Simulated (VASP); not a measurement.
**NiO2: single point with PBEsol**

NiO2:

```
Ni O
1.0
     2.78399    0.00000    0.00000
    -1.39199    2.41100    0.00000
     0.00000    0.00000    4.97261
Ni O
1 2
Direct
  0.00000 0.00000 0.50000
  0.66667 0.33333 0.71280
  0.33333 0.66667 0.28720
```

This cell differs from its parent crystal: c/a of the conventional cell at fixed volume 1.7861.

| Property | Result |
| --- | --- |
| Program | VASP 6.6.1 |
| Task | single point |
| Functional | PBEsol |
| Potentials or basis | VASP PAW PBE potentials, release 64 (Ni, O) |
| Cutoff | 520 eV |
| k mesh | 12 × 12 × 6 |
| Occupations | gaussian, width 0.05 eV |
| Spin | no spin polarisation |

```json
{"Pressure": "-14.2 GPa", "Largest force": "2.022 eV/Å", "Band gap on the k mesh": "0.92 eV, indirect (least direct gap 1.02 eV)"}
```

Forces on the atoms (eV/Å):
```
Ni   0.000  0.000  0.000
O    0.000  0.000 -2.022
O    0.000  0.000  2.022
```

Stress tensor (GPa, compression positive):
```
-10.96   0.00   0.00
  0.00 -10.96   0.00
  0.00   0.00 -20.73
```

Levels at points of the mesh, in eV from the valence-band top:
```csv
k point,band 8,band 9,band 10,band 11,band 12,band 13,band 14,band 15
"(0.00, 0.00, 0.00)",-0.72,-0.63,-0.63,-0.54,2.03,2.03,7.29,11.07
"(0.50, 0.00, 0.00)",-2.01,-1.56,-1.34,-0.73,1.63,1.96,11.79,12.95
"(0.00, 0.00, 0.50)",-1.79,-0.66,-0.66,-0.27,2.06,2.06,8.87,9.89
"(0.50, 0.00, 0.50)",-1.60,-1.57,-1.34,-0.77,1.64,1.90,11.41,12.35
```

It took 38 s on 1 thread of Intel(R) Xeon(R) Platinum 8488C (Sapphire Rapids) (shared host), peak memory 0.2 GiB.

Caveat: the PAW data sets were made with another functional, which shifts forces and pressure a little. Spin polarisation is off, so any magnetic state and its effect on volume and gap are missing.
